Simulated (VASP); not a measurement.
# P in VASP: notebook, part 2 of 2

VASP 6.6.1. The steps go on from the part before.

## (3) Single point, PBE

This run uses another cell than the first one: it holds 8 atoms, not 2.

Input file INCAR:

```
PREC = Accurate
ENCUT = 520
EDIFF = 1E-6
ISMEAR = 0
SIGMA = 0.2
LREAL = F
LASPH = T
NELM = 60
ALGO = Normal
ISIF = 2
LWAVE = F
LCHARG = T
GGA = PE
LELF = T
LVHAR = T
NBANDS = 30
```

Input file KPOINTS:

```
Automatic mesh
0
Gamma
  4 4 4
```

Input file POSCAR:

```
P
1.0
    5.0791777147     -0.1530015511     -0.1516327967
   -0.1531959135      5.0802231143      0.1514679861
   -0.1546738596      0.1543121340      5.0799099676
P
8
Direct
    0.0221520898     -0.0221685064     -0.0221535329
   -0.0221797222      0.0221500599      0.5221729477
    0.9778133685      0.5222026315      0.0221806944
    1.0221976236      0.4778406489      0.4778106280
    0.4777984210      0.0221495424      0.0221673808
    0.5221765640     -0.0222028997      0.4778459237
    0.5221828727      0.4778500478     -0.0221902179
    0.4778587827      0.5221784755      0.5221661764
```

Potentials or basis: VASP PAW PBE potentials, release 64 (P).

Launch:

```console
> cat potpaw_PBE.64/P/POTCAR > POTCAR
> mpirun -np 1 vasp_std > vasp.out
```

Wall time 2.7 min (1 thread of Intel Xeon 8259CL, shared host); peak memory 0.27 GiB.

It converged, with:

- Free energy: -42.6282 eV
- Pressure: -0.2 GPa
- Largest force: 0.049 eV/Å
- Band gap on the k mesh: zero (band 20 reaches 8.67 eV, above the bottom of band 21 at 8.57 eV)

Forces on the atoms (eV/Å):
```
P    0.028 -0.028 -0.029
P   -0.027  0.029  0.028
P   -0.027  0.027  0.028
P    0.027 -0.029 -0.028
P   -0.027  0.029  0.029
P    0.028 -0.027 -0.029
P    0.027 -0.029 -0.027
P   -0.028  0.028  0.028
```

Stress tensor (GPa, compression positive):
```
-0.17 -0.08 -0.07
-0.08 -0.22  0.08
-0.07  0.08 -0.21
```

Levels at points of the mesh, in eV from the Fermi level:
| k point | band 16 | band 17 | band 18 | band 19 | band 20 | band 21 | band 22 | band 23 | band 24 | band 25 |
| --- | --- | --- | --- | --- | --- | --- | --- | --- | --- | --- |
| (0.00, 0.00, 0.00) | -5.19 | -3.50 | -2.88 | -2.78 | -2.78 | 0.30 | 0.30 | 0.31 | 1.51 | 2.79 |
| (0.50, 0.00, 0.00) | -4.30 | -2.54 | -2.54 | -1.29 | -1.29 | 1.22 | 1.22 | 1.23 | 1.23 | 3.22 |
| (0.00, 0.50, 0.00) | -4.29 | -2.55 | -2.55 | -1.29 | -1.29 | 1.22 | 1.22 | 1.23 | 1.23 | 3.22 |
| (0.00, 0.00, 0.50) | -4.30 | -2.55 | -2.55 | -1.29 | -1.29 | 1.22 | 1.22 | 1.23 | 1.23 | 3.22 |
| (0.50, 0.50, 0.00) | -2.81 | -2.44 | -2.44 | -1.07 | -1.07 | 0.80 | 0.80 | 1.11 | 1.11 | 1.84 |
| (0.50, 0.00, 0.50) | -2.81 | -2.44 | -2.44 | -1.07 | -1.07 | 0.80 | 0.80 | 1.11 | 1.11 | 1.84 |
| (0.00, 0.50, 0.50) | -2.81 | -2.44 | -2.44 | -1.07 | -1.07 | 0.80 | 0.80 | 1.11 | 1.11 | 1.84 |
| (0.50, 0.50, 0.50) | -2.68 | -0.57 | -0.57 | -0.57 | -0.11 | -0.11 | -0.08 | -0.08 | -0.08 | 0.10 |

## (4) Single point, PBE

This run uses another cell than the first one, of 16.11 Å³/atom, 0.986 times its volume.

Input file INCAR:

```
PREC = Accurate ; ENCUT = 520
EDIFF = 1E-7 ; ISMEAR = 0
SIGMA = 0.1 ; LREAL = False
LASPH = True ; NELM = 100
ALGO = Normal ; ISIF = 2
LWAVE = False ; LCHARG = False
GGA = PE ; NBANDS = 12
```

Input file KPOINTS:

```
Automatic mesh
0
Gamma
  18 18 18
```

Input file POSCAR:

```
P
1.0
    1.7406702677      1.0049764476      3.0698207066
   -1.7406702677      1.0049764476      3.0698207066
    0.0000000000     -2.0099528952      3.0698207066
P
2
Direct
    0.2293344516      0.2293344516      0.2293344516
    0.7706655484      0.7706655484      0.7706655484
```

Potentials or basis: VASP PAW PBE potentials, release 64 (P).

Launch:

```console
> cat potpaw_PBE.64/P/POTCAR > POTCAR
> mpirun -np 1 vasp_std > vasp.out
```

OUTCAR:

```text
PREC = Accurate
   ENCUT = 520
   EDIFF = 1E-7
   ISMEAR = 0
   LREAL = False
   LASPH = True
   NELM = 100
   ISIF = 2
   GGA = PE

 ion  position               nearest neighbor table
   1  0.229  0.229  0.229-   2 2.32   2 2.32   2 2.32   2 2.78   2 2.78   2 2.78
   2  0.771  0.771  0.771-   1 2.32   1 2.32   1 2.32   1 2.78   1 2.78   1 2.78

  LATTYP: Found a trigonal (rhomboedric) cell.
 ALAT       =     3.6692928218
 COS(alpha) =     0.5499111280

  Lattice vectors:

 A1 = (   1.7406702677,   1.0049764476,   3.0698207066)
 A2 = (  -1.7406702677,   1.0049764476,   3.0698207066)
 A3 = (   0.0000000000,  -2.0099528952,   3.0698207066)

Analysis of symmetry for initial positions (statically):
=====================================================================
 Subroutine PRICEL returns:
 Original cell was already a primitive cell.

 Routine SETGRP: Setting up the symmetry group for a
 trigonal (rhombohedral) supercell.

 Subroutine GETGRP returns: Found 12 space group operations
 (whereof 12 operations were pure point group operations)
 out of a pool of 12 trial point group operations.

The static configuration has the point symmetry D_3d.

[... 164 lines left out ...]
 fundamental gap:      0.0154117507
 Fermi energy:         8.9446835897

 k-point     1 :       0.0000    0.0000    0.0000
  band No.  band energies     occupation
      1      -7.4662      2.00000
      2       5.5262      2.00000
      3       5.9894      2.00000
      4       6.0866      2.00000
      5       6.0866      2.00000
      6      10.5255      0.00000
      7      11.7605      0.00000
      8      11.7605      0.00000
      9      14.5693      0.00000
     10      14.5693      0.00000
     11      15.7735      0.00000
     12      15.9253      0.00000
[... 331 lines left out ...]
 k-point    24 :      -0.2222    0.0556    0.0000
  band No.  band energies     occupation
      1      -6.4856      2.00000
      2       1.2122      2.00000
      3       5.1719      2.00000
      4       6.1993      2.00000
      5       7.5750      2.00000
      6      10.1060      0.00000
      7      10.3218      0.00000
      8      11.2994      0.00000
      9      14.1360      0.00000
     10      14.8798      0.00000
     11      15.9374      0.00000
     12      19.7665      0.00000

 [... further k-points ...]
[... 5 lines left out ...]
  --------------------------------------------------------------------------------------
  -------------------------------------------------------------------------------------
  Total       -0.0726112     -0.0726112     -0.0277727     -0.0000000     -0.0000000      0.0000000
  in kB       -3.6105839     -3.6105839     -1.3809936     -0.0000000     -0.0000000      0.0000000
  external PRESSURE =      -2.8673871 kB  Pullay stress =       0.0000000 kB

 VOLUME and BASIS-vectors are now :
 -----------------------------------------------------------------------------
  energy-cutoff  :      520.00
  volume of cell :       32.22
      direct lattice vectors                 reciprocal lattice vectors
     1.740670268  1.004976448  3.069820707     0.287245672  0.165841366  0.108583975
    -1.740670268  1.004976448  3.069820707    -0.287245672  0.165841366  0.108583975
     0.000000000 -2.009952895  3.069820707     0.000000000 -0.331682732  0.108583975

 POSITION                                       TOTAL-FORCE (eV/Angst)
 -----------------------------------------------------------------------------------
      0.00000      0.00000      2.11205         0.000000      0.000000     -0.044483
      0.00000      0.00000      7.09742         0.000000     -0.000000      0.044483
 -----------------------------------------------------------------------------------
    total drift:                                0.000000     -0.000000      0.000000

  FREE ENERGIE OF THE ION-ELECTRON SYSTEM (eV)
  ---------------------------------------------------
  free  energy   TOTEN  =       -10.6508303236 eV

  energy  without entropy=      -10.6494623697  energy(sigma->0) =      -10.65014635
```

stdout:

```text
POSCAR found type information on POSCAR P
 POSCAR found :  1 types and       2 ions
 scaLAPACK will be used
 LDA part: xc-table for (Slater+PW92), standard interpolation
 POSCAR, INCAR and KPOINTS ok, starting setup
 FFT: planning ... GRIDC
 FFT: planning ... GRID_SOFT
 FFT: planning ... GRID
 WAVECAR not read
 entering main loop
```

It took 5.1 min on 1 thread of Intel Xeon 8259CL, shared host; peak memory 0.29 GiB.

What came out:

```
Free energy            : -10.6508 eV
Pressure               : -0.3 GPa
Largest force          : 0.044 eV/Å
Band gap on the k mesh : zero (band 5 reaches 9.42 eV, above the bottom of band 6 at 8.61 eV)
```

Forces in eV/Å, atoms in the order of the input:
```
P    0.000  0.000 -0.044
P    0.000  0.000  0.044
```

## (5) The runs side by side

| cell | k mesh | smearing | gap on the mesh (eV) | pressure (GPa) | largest force (eV/Å) |
| --- | --- | --- | --- | --- | --- |
| a = 3.703 Å, angles 56.1°, 2 atoms | 6 × 6 × 6 | gaussian 0.1 eV | none | -0.1 | 0.18 |
| a = 5.084, b = 5.085, c = 5.085 Å, angles 86.5, 93.5, 93.5°, 8 atoms | 4 × 4 × 4 | gaussian 0.2 eV | none | -0.2 | 0.05 |
| a = 3.669 Å, angles 56.6°, 2 atoms | 18 × 18 × 18 | gaussian 0.1 eV | none | -0.3 | 0.04 |

Alike in all rows: task single point; level PBE; potentials or basis VASP PAW PBE potentials, release 64 (P); no spin polarisation; cutoff (eV) 520.

Caveats: some runs use coarse meshes.

Absolute energies hang on the potentials; compare differences alone.
